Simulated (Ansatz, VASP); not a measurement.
# Ti: VASP beside Ansatz

```
Ti
1.0
    -1.67318    1.67318    1.67318
     1.67318   -1.67318    1.67318
     1.67318    1.67318   -1.67318
Ti
1
Direct
  0.00000 0.00000 0.00000
```

Alike in both runs: task single point; functional BHLYP; k mesh 6 × 6 × 6; occupations fermi-dirac, width 0.05 eV; no spin polarisation.

```csv
,VASP,Ansatz
version,VASP 6.6.1,Ansatz 0.2.0
potentials or method,"VASP PAW PBE potentials, release 64 (Ti_sv)",Ansatz PAW
plane-wave cutoff (eV),520,420
valence electrons in the cell,12,12
```

```tsv
	VASP	Ansatz	Ansatz less VASP
gap on the k mesh at the Fermi level (eV)	none	none	-
pressure (GPa)	-9.5	-8.9	+0.58
```

VASP's potentials were made for PBE, not for BHLYP. A gap of «none» marks a metal or a gap that the smearing closes.

The k mesh is coarse, so the values compare programs but aren't converged.
